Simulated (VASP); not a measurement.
Here is a VASP 6.6.1 calculation.

File INCAR:

```
PREC     = Accurate       # precision mode
ENCUT    = 520            # plane-wave cutoff, eV
EDIFF    = 1E-7           # SCF threshold, eV
ISMEAR   = 0              # smearing method
SIGMA    = 0.1            # smearing width, eV
LREAL    = F              # projectors in reciprocal space
LASPH    = T              # aspherical terms in the spheres
NELM     = 80             # most SCF steps
ALGO     = Normal         # electronic algorithm
ISIF     = 2              # what is computed and relaxed
LWAVE    = F              # write WAVECAR
LCHARG   = F              # write CHGCAR
GGA      = PE             # functional
NBANDS   = 32             # bands
```

KPOINTS

```
regular mesh
0
Gamma
  6 6 4
```

File POSCAR:

```
PtC3
1.0
    4.2779939994      0.0000000000      0.0000000000
   -2.1389969997      3.7048514807      0.0000000000
    0.0000000000      0.0000000000      8.5718976551
Pt C
2 6
Direct
    0.3333333333      0.6666666667      0.2500000000
    0.6666666667      0.3333333333      0.7500000000
    0.7802586467      0.5605172933      0.2500000000
    0.2197413533      0.7802586467      0.7500000000
    0.4394827067      0.2197413533      0.2500000000
    0.2197413533      0.4394827067      0.7500000000
    0.7802586467      0.2197413533      0.2500000000
    0.5605172933      0.7802586467      0.7500000000
```

Potentials or basis: VASP PAW PBE potentials, release 64 (Pt, C).

Run with:

```bash
$ cat potpaw_PBE.64/Pt/POTCAR potpaw_PBE.64/C/POTCAR > POTCAR
$ mpirun -np 1 vasp_std > vasp.out
```

Q: Estimate the band gap on the k mesh.

A: Zero (filled and empty bands touch).

Q: What does it give for the largest force?

A: 0.144 eV/Å.

Q: Predict the pressure.

A: 0.2 GPa.

Forces on the atoms (eV/Å):
```
Pt   0.000  0.000  0.000
Pt   0.000  0.000  0.000
C    0.000  0.144  0.000
C   -0.125  0.072  0.000
C   -0.125 -0.072  0.000
C    0.000 -0.144  0.000
C    0.125 -0.072  0.000
C    0.125  0.072  0.000
```

Caveat: spin-orbit coupling is left out, which moves the levels of the heavy elements.
